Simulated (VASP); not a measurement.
Write the native input for VASP 6.6.1 that does the following.

```
Task                   : single point
Functional             : PBE
Potentials or basis    : VASP PAW PBE potentials, release 64 (Nb_sv, Mo_sv, N)
Cutoff                 : 600 eV
k mesh                 : 3 × 3 × 4
Occupations            : gaussian, width 0.15 eV
Spin                   : collinear spin
Starting moments       : [0.0, 0.0, 1.0, 0.0, 0.0, 0.0] μB
Dipole correction      : no
Further INCAR settings : ALGO = Normal; EDIFF = 1e-06; NBANDS = 40
```

The structure of Nb2MoN3 lies in POSCAR:

```
Nb2MoN3
1.0
    5.0840279969      0.0000000028      0.0000000000
   -2.5420140009      4.4028973975      0.0000000000
    0.0000000000      0.0000000000      2.8650378274
Nb Mo N
2 1 3
Direct
    0.3333333333      0.6666666667      0.0000000000
    0.6666666667      0.3333333333      0.0000000000
    0.0000000000      0.0000000000      0.0000000000
    0.3331762583      0.0000000000      0.5000000000
    0.6668237417      0.6668237417      0.5000000000
    0.0000000000      0.3331762583      0.5000000000
```

The input as run:

INCAR

```
SYSTEM = Nb2MoN3
PREC = Accurate
ENCUT = 600
EDIFF = 1E-6
ISMEAR = 0
SIGMA = 0.15
LREAL = .FALSE.
LASPH = .TRUE.
NELM = 200
ALGO = Normal
ISIF = 2
LWAVE = .FALSE.
LCHARG = .FALSE.
ISPIN = 2
MAGMOM = 0 0 1 0 0 0
LORBIT = 11
LMAXMIX = 4
GGA = PE
NBANDS = 40
GGA_COMPAT = .FALSE.
```

KPOINTS

```
Automatic mesh
0
G
  3 3 4
  0 0 0
```

Potentials or basis: VASP PAW PBE potentials, release 64 (Nb_sv, Mo_sv, N).

The run is started by

```bash
$ cat potpaw_PBE.64/Nb_sv/POTCAR potpaw_PBE.64/Mo_sv/POTCAR potpaw_PBE.64/N/POTCAR > POTCAR
$ mpirun -np 1 vasp_std > vasp.out
```

Results of the run:

```json
{
 "Pressure": "-0.6 GPa",
 "Largest force": "0.012 eV/Å",
 "Net moment": "0.00 μB per cell",
 "Valence electrons inside the program's atomic spheres": "Nb 10.69; Mo 12.43; N 3.69"
}
```

Caveat: the k points lie up to 0.55 Å⁻¹ apart.

Run time: 39 s on 1 thread of Intel(R) Xeon(R) 6975P-C (Granite Rapids), on a shared host, peak memory 0.25 GiB.
